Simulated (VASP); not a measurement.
Runs of VASP 6.6.1 on AlN. The structure is that of space group P6_3/mmc (No. 194), or close to it. The cells are those of the table. 

| cell | gap on the mesh (eV) | pressure (GPa) |
| --- | --- | --- |
| a = 3.441, b = 3.441, c = 4.179 Å, angles 90.0, 90.0, 120.0°, 4 atoms | 2.78 | -16.9 |
| a = 3.265, b = 3.265, c = 4.031 Å, angles 90.0, 90.0, 120.0°, 4 atoms | (a) | 11.3 |
| a = 3.283, b = 3.283, c = 4.390 Å, angles 90.0, 90.0, 120.0°, 4 atoms | 2.83 | -6.6 |
| a = 3.209, b = 3.209, c = 3.962 Å, angles 90.0, 90.0, 120.0°, 4 atoms | (c) | 26.2 |
| a = 3.346, b = 3.346, c = 4.130 Å, angles 90.0, 90.0, 120.0°, 4 atoms | 3.21 | -5.2 |
| a = 3.292, b = 3.292, c = 4.064 Å, angles 90.0, 90.0, 120.0°, 4 atoms | (b) | 5.1 |

Alike in all rows: task single point; level PBEsol; potentials or basis VASP PAW PBE potentials, release 64 (Al, N); no spin polarisation; k mesh 9 × 9 × 6; cutoff (eV) 520; smearing gaussian 0.05 eV.

Fill in the values left out.

(a) 3.73; (b) 3.55; (c) 4.08.

Caveats: the PAW data sets were made with another functional, which shifts forces and pressure a little.

A k mesh can miss the band edges.
